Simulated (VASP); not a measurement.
Input of a VASP 6.6.1 run:

Contents of INCAR:

```
  PREC = Accurate
  ENCUT = 500
  EDIFF = 1E-6
  ISMEAR = 0
  SIGMA = 0.01
  LREAL = F
  LASPH = T
  NELM = 120
  ALGO = Normal
  ISIF = 2
  LWAVE = F
  LCHARG = F
  GGA = PS
  NBANDS = 17
  GGA_COMPAT = F
```

The input KPOINTS:

```
Automatic mesh
0
Gamma
  5 5 5
```

Contents of POSCAR:

```
PbS
1.0
    0.0000000000      2.9475437637      2.9475437637
    2.9475437637      0.0000000000      2.9475437637
    2.9475437637      2.9475437637      0.0000000000
Pb S
1 1
Direct
    0.0000000000      0.0000000000      0.0000000000
    0.5000000000      0.5000000000      0.5000000000
```

Potentials or basis: VASP PAW PBE potentials, release 64 (Pb_d, S).

Launch:

```bash
$ cat potpaw_PBE.64/Pb_d/POTCAR potpaw_PBE.64/S/POTCAR > POTCAR
$ mpirun -np 1 vasp_std > vasp.out
```

(1) What does it give for the pressure?

## Answers

(1) -0.1 GPa.

Caveat: the PAW data sets were made with another functional, which shifts forces and pressure a little.
